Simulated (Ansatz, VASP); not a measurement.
# Two plane-wave programs on AlGa5Sb6

```xyz
12
Lattice="4.3982 0.0000 0.0000 0.0000 4.3982 0.0000 0.0000 0.0000 18.6314" Properties=species:S:1:pos:R:3 pbc="T T T"
Al    0.0000    0.0000    0.0000
Ga    0.0000    0.0000   12.4190
Ga    2.1991    2.1991   15.5204
Ga    2.1991    2.1991    3.1110
Ga    0.0000    0.0000    6.2124
Ga    2.1991    2.1991    9.3157
Sb    2.1991    0.0000   13.9699
Sb    0.0000    2.1991   17.0764
Sb    2.1991    0.0000    1.5550
Sb    0.0000    2.1991    4.6615
Sb    2.1991    0.0000    7.7641
Sb    0.0000    2.1991   10.8673
```

Alike in both runs: functional PBE; k mesh 8 × 8 × 2; occupations gaussian, width 0.1 eV; no spin polarisation.

Ansatz relaxed the structure, and its values are those at the end. VASP's run is a single point on that final structure, the one shown.

|  | VASP | Ansatz |
| --- | --- | --- |
| version | VASP 6.6.1 | Ansatz 0.2.0 |
| potentials or method | VASP PAW PBE potentials, release 64 (Al, Ga_d, Sb), cutoff 520 eV | scalar-relativistic, plane waves, PAW |
| valence electrons in the cell | 98 | 158 |

|  | VASP | Ansatz | Ansatz less VASP |
| --- | --- | --- | --- |
| gap on the k mesh at the Fermi level (eV) | none | none | - |
| pressure (GPa) | 0.1 | 0.0 | -0.09 |
| rms of the force components (eV/Å) | 0.004 | 0.001 | -0.0025 |

A gap of «none» marks a metal or a gap that the smearing closes. VASP's potentials hold 98 valence electrons a cell and Ansatz's 158, so a difference there can come from the potentials and not from the codes.

Spin-orbit coupling is off throughout.
